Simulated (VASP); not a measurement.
# FeO (Wuestite) (R-3m) in VASP: further runs, part 2 of 2

VASP 6.6.1.

## (3) Single point, PBEsol

INCAR

```
SYSTEM = FeO
ALGO = Normal
EDIFF = 1E-7
ENCUT = 520
GGA = PS
ISIF = 2
ISMEAR = -1
LASPH = .True.
LCHARG = .False.
LREAL = .False.
LWAVE = .False.
NBANDS = 14
NELM = 100
PREC = Accurate
SIGMA = 0.05
```

KPOINTS

```
k-points
0
Gamma
  11 11 11
  0 0 0
```

POSCAR

```
FeO
1.0
    1.5188209023      0.8768916568      2.5195772846
   -1.5188209023      0.8768916568      2.5195772846
    0.0000000000     -1.7537833136      2.5195772846
Fe O
1 1
Direct
    0.0000000000      0.0000000000      0.0000000000
    0.5000000000      0.5000000000      0.5000000000
```

Potentials or basis: VASP PAW PBE potentials, release 64 (Fe, O).

Command:

```sh
cat potpaw_PBE.64/Fe/POTCAR potpaw_PBE.64/O/POTCAR > POTCAR
mpirun -np 1 vasp_std > vasp.out
```

OUTCAR:

```text
SYSTEM = FeO
   EDIFF = 1E-7
   ENCUT = 520
   GGA = PS
   ISIF = 2
   ISMEAR = -1
   LASPH = .True.
   LREAL = .False.
   NELM = 100
   PREC = Accurate

 ion  position               nearest neighbor table
   1  0.000  0.000  0.000-   2 2.16   2 2.16   2 2.16   2 2.16   2 2.16   2 2.16
   2  0.500  0.500  0.500-   1 2.16   1 2.16   1 2.16   1 2.16   1 2.16   1 2.16

  LATTYP: Found a trigonal (rhomboedric) cell.
 ALAT       =     3.0698575869
 COS(alpha) =     0.5104391626

  Lattice vectors:

 A1 = (   1.5188209023,   0.8768916568,   2.5195772846)
 A2 = (  -1.5188209023,   0.8768916568,   2.5195772846)
 A3 = (   0.0000000000,  -1.7537833136,   2.5195772846)

Analysis of symmetry for initial positions (statically):
=====================================================================
 Subroutine PRICEL returns:
 Original cell was already a primitive cell.

 Routine SETGRP: Setting up the symmetry group for a
 trigonal (rhombohedral) supercell.

 Subroutine GETGRP returns: Found 12 space group operations
 (whereof 12 operations were pure point group operations)
 out of a pool of 12 trial point group operations.

The static configuration has the point symmetry D_3d.

[... 166 lines left out ...]
 k-point     1 :       0.0000    0.0000    0.0000
  band No.  band energies     occupation
      1     -15.0428      2.00000
      2       1.6346      2.00000
      3       1.7281      2.00000
      4       1.7281      2.00000
      5       3.9835      2.00000
      6       4.0650      2.00000
      7       4.0650      2.00000
      8       4.4070      2.00000
      9       4.4070      2.00000
     10       6.1858      0.00000
     11      21.3078      0.00000
     12      23.0749      0.00000
     13      23.4706      0.00000
     14      23.4706      0.00000
[... 377 lines left out ...]
      1     -14.3683      2.00000
      2      -1.2530      2.00000
      3       0.1368      2.00000
      4       0.4164      2.00000
      5       4.4496      2.00000
      6       4.6842      1.99999
      7       4.8480      1.99977
      8       5.1802      1.83464
      9       6.5628      0.00000
     10       9.6957      0.00000
     11      16.8261      0.00000
     12      18.0880      0.00000
     13      21.2060      0.00000
     14      24.3498      0.00000

 [... further k-points ...]
[... 5 lines left out ...]
  --------------------------------------------------------------------------------------
  -------------------------------------------------------------------------------------
  Total       -4.2931464     -4.2931464     -4.2041747      0.0000000     -0.0000000      0.0000000
  in kB     -341.6290856   -341.6290856   -334.5491230      0.0000000     -0.0000000      0.0000000
  external PRESSURE =    -339.2690980 kB  Pullay stress =       0.0000000 kB

 VOLUME and BASIS-vectors are now :
 -----------------------------------------------------------------------------
  energy-cutoff  :      520.00
  volume of cell :       20.13
      direct lattice vectors                 reciprocal lattice vectors
     1.518820902  0.876891657  2.519577285     0.329202738  0.190065290  0.132297324
    -1.518820902  0.876891657  2.519577285    -0.329202738  0.190065290  0.132297324
     0.000000000 -1.753783314  2.519577285     0.000000000 -0.380130579  0.132297324

 POSITION                                       TOTAL-FORCE (eV/Angst)
 -----------------------------------------------------------------------------------
      0.00000      0.00000      0.00000         0.000000     -0.000000      0.000000
      0.00000      0.00000      3.77937        -0.000000      0.000000     -0.000000
 -----------------------------------------------------------------------------------
    total drift:                               -0.000000      0.000000     -0.000000

  FREE ENERGIE OF THE ION-ELECTRON SYSTEM (eV)
  ---------------------------------------------------
  free  energy   TOTEN  =       -14.4096762677 eV

  energy  without entropy=      -14.3404313962  energy(sigma->0) =      -14.37505383
```

OSZICAR:

```text
N       E                     dE             d eps       ncg     rms          rms(c)
DAV:   1     0.682493442310E+02    0.68249E+02   -0.72045E+03  4350   0.118E+03
DAV:   2    -0.121777766122E+02   -0.80427E+02   -0.70303E+02  4442   0.234E+02
DAV:   3    -0.168127202359E+02   -0.46349E+01   -0.44399E+01  4580   0.619E+01
DAV:   4    -0.168559731008E+02   -0.43253E-01   -0.43205E-01  4532   0.591E+00
DAV:   5    -0.168564295533E+02   -0.45645E-03   -0.45645E-03  4724   0.650E-01    0.130E+01
DAV:   6    -0.170512313269E+02   -0.19480E+00   -0.25827E+01  4212   0.723E+01    0.188E+01
DAV:   7    -0.145246684811E+02    0.25266E+01   -0.19129E+01  4510   0.636E+01    0.467E+00
DAV:   8    -0.144149399672E+02    0.10973E+00   -0.78444E-01  5156   0.126E+01    0.136E+00
DAV:   9    -0.144118321458E+02    0.31078E-02   -0.31365E-02  5164   0.236E+00    0.419E-01
DAV:  10    -0.144096313911E+02    0.22008E-02   -0.55053E-03  5108   0.119E+00    0.909E-02
DAV:  11    -0.144098281859E+02   -0.19679E-03   -0.13749E-03  5952   0.520E-01    0.114E-01
DAV:  12    -0.144097407584E+02    0.87428E-04   -0.70935E-05  6148   0.111E-01    0.707E-02
DAV:  13    -0.144096768415E+02    0.63917E-04   -0.15586E-04  5518   0.196E-01    0.879E-03
DAV:  14    -0.144096762122E+02    0.62933E-06   -0.74561E-06  5602   0.342E-02    0.186E-03
DAV:  15    -0.144096762677E+02   -0.55505E-07   -0.10394E-07  2978   0.297E-03
   1 F= -.14409676E+02 E0= -.14375054E+02  d E =-.692449E-01
```

stdout:

```text
POSCAR found type information on POSCAR FeO
 POSCAR found :  2 types and       2 ions
 scaLAPACK will be used
 -----------------------------------------------------------------------------
|                                                                             |
|                                                                             |
|     You enforced a specific xc type in the INCAR file but a different       |
|     I HOPE YOU KNOW WHAT YOU ARE DOING!                                     |
|                                                                             |
 -----------------------------------------------------------------------------

 LDA part: xc-table for (Slater+PW92), standard interpolation
 POSCAR, INCAR and KPOINTS ok, starting setup
 FFT: planning ... GRIDC
 FFT: planning ... GRID_SOFT
 FFT: planning ... GRID
 WAVECAR not read
 entering main loop
```

It took 20 s on 1 thread of Intel Xeon Platinum 8559C (Emerald Rapids), shared host; peak memory 0.17 GiB.

What came out:

| Quantity | Value |
| --- | --- |
| Free energy | -14.4097 eV |
| Pressure | -33.9 GPa |
| Band gap on the k mesh | zero (band 7 reaches 5.35 eV, above the bottom of band 8 at 4.41 eV) |

Caveat: the PAW data sets were made with another functional, which shifts forces and pressure a little; the run has no spin polarisation, though such a crystal can be magnetic; semilocal functionals often make such compounds metallic where correlation or magnetic order opens a gap, which also shifts bond lengths. With open d or f shells a metallic result of PBEsol can be an artefact of self-interaction; +U or a hybrid may open a gap.
